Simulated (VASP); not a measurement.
# CuO in VASP: single point with PBEsol

Aim: the single point of CuO with PBEsol.

Everything below comes from runs of VASP 6.6.1. Logs are shortened: lines on timing, memory, paths and dates and some standing lists are left out, and cuts for length are marked.

## 1. The cell of the first run

The cell holds a slab with vacuum, 8 atoms: a = 2.894 Å, b = 2.894 Å, c = 25.911 Å, α = 90.00°, β = 90.00°, γ = 89.77°.

## 2. Single point, PBEsol

INCAR reads:

```
SYSTEM = CuO
PREC = Accurate
ENCUT = 520
EDIFF = 1E-6
ISMEAR = 0
SIGMA = 0.1
LREAL = .FALSE.
LASPH = .TRUE.
NELM = 60
ALGO = Normal
ISIF = 2
LWAVE = .FALSE.
LCHARG = .FALSE.
LDIPOL = .TRUE.
IDIPOL = 3
DIPOL = 0.5 0.5 0.500
GGA = PS
NBANDS = 44
```

KPOINTS reads:

```
Automatic mesh
0
G
  10 10 1
  0 0 0
```

POSCAR reads:

```
CuO
1.0
    2.8941129565      0.0000000000      0.0000000000
    0.0116739775      2.8940894117      0.0000000000
    0.0000000000      0.0000000000     25.9110424796
O Cu
4 4
Direct
    0.5000182981      0.5000980321      0.3280454658
    0.5002143624      0.5001346284      0.4263051996
    0.5002393413      0.5003257065      0.5245207399
    0.5003598312      0.5003323965      0.6227778410
    0.5001163303      0.0001163303      0.3771753327
    0.0002326605      0.5002326605      0.4754350665
    0.5002992442      0.0003277008      0.5736821866
    0.0003581891      0.5003652867      0.6682856557
```

Potentials or basis: VASP PAW PBE potentials, release 64 (O, Cu).

Launch:

```console
cat potpaw_PBE.64/O/POTCAR potpaw_PBE.64/Cu/POTCAR > POTCAR
mpirun -np 1 vasp_std > vasp.out
```

OUTCAR:

```text
SYSTEM = CuO
   PREC = Accurate
   ENCUT = 520
   EDIFF = 1E-6
   ISMEAR = 0
   LREAL = .FALSE.
   LASPH = .TRUE.
   NELM = 60
   ISIF = 2
   GGA = PS

 ion  position               nearest neighbor table
   1  0.500  0.500  0.328-   5 1.93   5 1.93
   2  0.500  0.500  0.426-   5 1.93   6 1.93   5 1.93   6 1.93
   3  0.500  0.500  0.525-   6 1.93   6 1.93   7 1.93   7 1.93
   4  0.500  0.500  0.623-   8 1.87   8 1.87   7 1.93   7 1.93
   5  0.500  0.000  0.377-   1 1.93   2 1.93   2 1.93   1 1.93
   6  0.000  0.500  0.475-   3 1.93   3 1.93   2 1.93   2 1.93
   7  0.500  0.000  0.574-   4 1.93   4 1.93   3 1.93   3 1.93
   8  0.000  0.500  0.668-   4 1.87   4 1.87

  LATTYP: Found a base centered orthorhombic cell.
 ALAT       =     4.0846307043
 B/A-ratio  =     1.0040418662
 C/A-ratio  =     6.3435459299

  Lattice vectors:

 A1 = (  -0.0116739775,  -2.8940894117,   0.0000000000)
 A2 = (   2.8941129565,   0.0000000000,   0.0000000000)
 A3 = (   0.0000000000,   0.0000000000,  25.9110424796)

Analysis of symmetry for initial positions (statically):
=====================================================================
 Subroutine PRICEL returns:
 Original cell was already a primitive cell.

 Routine SETGRP: Setting up the symmetry group for a
 base centered orthorhombic supercell.

 Subroutine GETGRP returns: Found  1 space group operations
 (whereof  1 operations were pure point group operations)
 out of a pool of  8 trial point group operations.

The static configuration has the point symmetry C_1 .

Analysis of symmetry for dynamics (positions and initial velocities):
=====================================================================
 Subroutine PRICEL returns:
 Original cell was already a primitive cell.

 Routine SETGRP: Setting up the symmetry group for a
 base centered orthorhombic supercell.

 Subroutine GETGRP returns: Found  1 space group operations
 (whereof  1 operations were pure point group operations)
 out of a pool of  8 trial point group operations.

The dynamic configuration has the point symmetry C_1 .

 Subroutine INISYM returns: Found  1 space group operations
 (whereof  1 operations are pure point group operations),
 and found     1 'primitive' translations

----------------------------------------------------------------------------------------

                                     Primitive cell

  volume of cell :     217.0263

  direct lattice vectors                    reciprocal lattice vectors
     2.894112956  0.000000000  0.000000000     0.345529015 -0.001393771  0.000000000
     0.011673978  2.894089412  0.000000000     0.000000000  0.345531826  0.000000000
     0.000000000  0.000000000 25.911042480     0.000000000  0.000000000  0.038593584

  length of vectors
     2.894112956  2.894112956 25.911042480     0.345531826  0.345531826  0.038593584

  position of ions in fractional coordinates (direct lattice)
     0.500018298  0.500098032  0.328045466
     0.500214362  0.500134628  0.426305200
     0.500239341  0.500325706  0.524520740
     0.500359831  0.500332396  0.622777841
     0.500116330  0.000116330  0.377175333
     0.000232660  0.500232661  0.475435066
     0.500299244  0.000327701  0.573682187
     0.000358189  0.500365287  0.668285656

  ion indices of the primitive-cell ions
   primitive index   ion index
                 1           1
                 2           2
                 3           3
                 4           4
                 5           5
                 6           6
                 7           7
                 8           8

----------------------------------------------------------------------------------------

 KPOINTS: Automatic mesh

Automatic generation of k-mesh.
 Grid dimensions read from file:
 generate k-points for:   10   10    1

 Generating k-lattice:

  Cartesian coordinates                     Fractional coordinates (reciprocal lattice)
     0.034552902 -0.000139377  0.000000000     0.100000000 -0.000000000  0.000000000
     0.000000000  0.034553183  0.000000000     0.000000000  0.100000000  0.000000000
     0.000000000  0.000000000  0.038593584     0.000000000  0.000000000  1.000000000

  Length of vectors
     0.034553183  0.034553183  0.038593584

  Shift w.r.t. Gamma in fractional coordinates (k-lattice)
     0.000000000  0.000000000  0.000000000

 Subroutine IBZKPT returns following result:
 ===========================================

 Found     52 irreducible k-points:

 Following reciprocal coordinates:
            Coordinates               Weight
  0.000000  0.000000  0.000000      1.000000
  0.100000 -0.000000  0.000000      2.000000
  0.000000 -0.100000  0.000000      2.000000
  0.200000 -0.000000  0.000000      2.000000
  0.000000 -0.200000  0.000000      2.000000
  0.300000 -0.000000  0.000000      2.000000
[... 16 lines left out ...]
 -0.300000  0.100000  0.000000      2.000000
 -0.100000  0.300000  0.000000      2.000000
 [... further k-points ...]
   k-points           NKPTS =     52   k-points in BZ     NKDIM =     52   number of bands    NBANDS=     44
   number of dos      NEDOS =    301   number of ions     NIONS =      8
   total plane-waves  NPLWV = 112896
   dimension x,y,z NGX =    24 NGY =   24 NGZ =  196
   dimension x,y,z NGXF=    48 NGYF=   48 NGZF=  392
   ions per type =               4   4
   NGX,Y,Z   is equivalent  to a cutoff of  13.79, 13.79, 12.58 a.u.
   NGXF,Y,Z  is equivalent  to a cutoff of  27.57, 27.57, 25.15 a.u.
 SYSTEM =  CuO
   PREC   = accura    normal or accurate (medium, high low for compatibility)
   ISTART =      0    job   : 0-new  1-cont  2-samecut
   ICHARG =      2    charge: 1-file 2-atom 10-const
   ISPIN  =      1    spin polarized calculation?
   LNONCOLLINEAR =      F non collinear calculations
   LSORBIT =      F    spin-orbit coupling
   LASPH  =      T    aspherical Exc in radial PAW
   ENCUT  =  520.0 eV  38.22 Ry    6.18 a.u.   5.38  5.38 48.18*2*pi/ulx,y,z
   NELM   =     60;   NELMIN=  2; NELMDL= -5     # of ELM steps
   EDIFF  = 0.1E-05   stopping-criterion for ELM
   LREAL  =      F    real-space projection
   EDIFFG = 0.1E-04   stopping-criterion for IOM
   NSW    =      0    number of steps for IOM
   IBRION =     -1    ionic relax: 0-MD 1-quasi-New 2-CG
   NFREE  =      0    steps in history (QN), initial steepest desc. (CG)
   ISIF   =      2    stress and relaxation
   ISYM   =      2    0-nonsym 1-usesym 2-fastsym
   POTIM  = 0.5000    time-step for ionic-motion
   TEBEG  =    0.0;   TEEND  =   0.0 temperature during run
   PSTRESS=    0.0 pullay stress
   NELECT =      68.0000    total number of electrons
   NUPDOWN=      -1.0000    fix difference up-down
   EMIN   =  10.00;   EMAX   =-10.00  energy-range for DOS
   EFERMI =   0.00;   METHOD = LEGACY
   ISMEAR =     0;   SIGMA  =   0.10  broadening in eV -4-tet -1-fermi 0-gaus
   EFERMI_NEDOS =   21; number of points for ismear=-14 and -15
   IALGO  =     38    algorithm
   IMIX   =      4    mixing-type and parameters
     AMIX     =   0.40;   BMIX     =  1.00
     AMIX_MAG =   1.60;   BMIX_MAG =  1.00
  volume/ion in A,a.u.               =      27.13       183.07
  Fermi-wavevector in a.u.,A,eV,Ry     =   1.111920  2.101225 16.821794  1.236367
  Thomas-Fermi vector in A             =   2.248489
   LORBIT       =      0    0 simple, 1 ext, 2 COOP (PROOUT), +10 PAW based schemes
   GGA     = PS    functional components
   LHFCALC =     F    Hartree Fock is set to
   AEXX    =    0.0000 exact exchange contribution
   IVDW    =     0    specifies the selected vdW correction
   LEPSILON=     F    determine dielectric tensor
   LRPA    =     F    only Hartree local field effects (RPA)
 non-spin polarized calculation
 Gauss-broadening in eV      SIGMA  =   0.10
  energy-cutoff  :      520.00
  volume of cell :      217.03
 maximum number of plane-waves:      5911
 NGX is ok and might be reduce to    24
   NGX = 11   NGY = 11   NGZ = 97

 dipolmoment           0.000000      0.000000      0.033478 electrons x Angstroem

 number of electron      67.9999992 magnetization

 dipolmoment           0.000000      0.000000     -0.177495 electrons x Angstroem

 Free energy of the ion-electron system (eV)
  ---------------------------------------------------
  ext. energy  EPLUGINS =         0.00000000
  ---------------------------------------------------
  free energy    TOTEN  =       -40.03657310 eV

  energy without entropy =      -39.99838533  energy(sigma->0) =      -40.01747921

 E-fermi :  -2.0461     XC(G=0):  -5.3387

 val. band max:       -2.0464591488   @ k =   0.0000  -0.2000   0.0000
 cond. band min:      -2.0431049317   @ k =  -0.1000  -0.4000   0.0000
 fundamental gap:      0.0033542171
 Fermi energy:        -2.0461425210

 k-point     1 :       0.0000    0.0000    0.0000
  band No.  band energies     occupation
      1     -21.9846      2.00000
      2     -21.5747      2.00000
      3     -20.9683      2.00000
      4     -18.9778      2.00000
      5     -10.1335      2.00000
      6      -8.8064      2.00000
[... 36 lines left out ...]
     43       4.7242      0.00000
     44       5.9924      0.00000

 k-point     2 :       0.1000   -0.0000    0.0000
  band No.  band energies     occupation
      1     -21.9344      2.00000
      2     -21.5296      2.00000
      3     -20.9436      2.00000
      4     -18.9458      2.00000
      5     -10.0485      2.00000
      6      -8.7728      2.00000
[... 36 lines left out ...]
     43       4.9312      0.00000
     44       6.1406      0.00000

 k-point     3 :       0.0000   -0.1000    0.0000
  band No.  band energies     occupation
      1     -21.9293      2.00000
      2     -21.5347      2.00000
      3     -20.9384      2.00000
      4     -18.9491      2.00000
      5     -10.0489      2.00000
      6      -8.8057      2.00000
[... 976 lines left out ...]
     43       5.8576      0.00000
     44       6.5349      0.00000

 k-point    24 :      -0.1000    0.3000    0.0000
  band No.  band energies     occupation
      1     -21.5392      2.00000
      2     -21.2594      2.00000
      3     -20.7285      2.00000
      4     -18.7367      2.00000
      5      -9.4495      2.00000
      6      -8.7356      2.00000
[... 36 lines left out ...]
     43       5.6263      0.00000
     44       6.8857      0.00000

 [... further k-points ...]

------------------------ aborting loop because EDIFF is reached ----------------------------------------

 vacuum level on the upper side and lower side of the slab       (xc-potential included)        -2.087         1.675

  FORCE on cell =-STRESS in cart. coord.  units (eV):
  Direction    XX          YY          ZZ          XY          YZ          ZX
  --------------------------------------------------------------------------------------
  -------------------------------------------------------------------------------------
  Total        1.0064929     -4.9159955     -2.7939985     -0.0260976     -0.0009747     -0.0010949
  in kB        7.4303449    -36.2919035    -20.6264481     -0.1926632     -0.0071953     -0.0080833
  external PRESSURE =     -16.4960022 kB  Pullay stress =       0.0000000 kB

 VOLUME and BASIS-vectors are now :
 -----------------------------------------------------------------------------
  energy-cutoff  :      520.00
  volume of cell :      217.03
      direct lattice vectors                 reciprocal lattice vectors
     2.894112956  0.000000000  0.000000000     0.345529015 -0.001393771  0.000000000
     0.011673978  2.894089412  0.000000000     0.000000000  0.345531826  0.000000000
     0.000000000  0.000000000 25.911042480     0.000000000  0.000000000  0.038593584

 POSITION                                       TOTAL-FORCE (eV/Angst)
 -----------------------------------------------------------------------------------
      1.45295      1.44733      8.50000         0.000282      0.000233      2.181834
      1.45352      1.44743     11.04601         0.000086     -0.000261     -0.230015
      1.45359      1.44799     13.59088         0.000055      0.000063     -0.004174
      1.45394      1.44801     16.13682        -0.000023      0.000037     -0.002768
      1.44739      0.00034      9.77301        -0.000081      0.000121     -1.964535
      0.00651      1.44772     12.31902        -0.000220     -0.000037     -0.053359
      1.44793      0.00095     14.86470        -0.000039     -0.000046     -0.004613
      0.00688      1.44810     17.31598        -0.000059     -0.000110      0.077630
 -----------------------------------------------------------------------------------
    total drift:                                0.000059      0.000084      0.005369

  FREE ENERGIE OF THE ION-ELECTRON SYSTEM (eV)
  ---------------------------------------------------
  free  energy   TOTEN  =       -40.0365730990 eV

  energy  without entropy=      -39.9983853302  energy(sigma->0) =      -40.01747921

 vacuum level on the upper side and lower side of the slab         2.421         6.253
```

Run time: 24 min. Hardware: 1 thread of Intel Xeon 6975P-C, shared host; peak memory 0.57 GiB.

What came out:

- Free energy: -40.0366 eV
- Largest force: 2.182 eV/Å
- Band gap on the k mesh: zero (band 34 reaches -1.79 eV, above the bottom of band 35 at -2.23 eV)

Forces on the atoms (eV/Å):
```
O    0.000  0.000  2.182
O    0.000  0.000 -0.230
O    0.000  0.000 -0.004
O    0.000  0.000 -0.003
Cu   0.000  0.000 -1.965
Cu   0.000  0.000 -0.053
Cu   0.000  0.000 -0.005
Cu   0.000  0.000  0.078
```

Levels at points of the mesh, in eV from the Fermi level:
```
           k point  band 30  band 31  band 32  band 33  band 34  band 35  band 36  band 37  band 38  band 39
(0.00, 0.00, 0.00)    -1.55    -1.54    -0.35    -0.22     0.01     0.40     0.61     0.93     2.31     3.49
(0.50, 0.00, 0.00)    -1.59    -1.46    -1.40    -0.77     0.10     0.65     1.03     2.34     4.12     4.70
(0.00, 0.50, 0.00)    -1.74    -1.48     0.08     0.15     0.25     0.44     0.68     2.56     2.99     3.95
(0.50, 0.50, 0.00)    -1.28    -1.19    -1.12    -1.10    -0.86    -0.04     0.95     2.33     3.49     5.11
```

Caveat: the PAW data sets were made with another functional, which shifts forces and pressure a little; semilocal functionals often make such compounds metallic where correlation or magnetic order opens a gap, which also shifts bond lengths. With open d or f shells a metallic result of PBEsol can be an artefact of self-interaction; +U or a hybrid may open a gap.
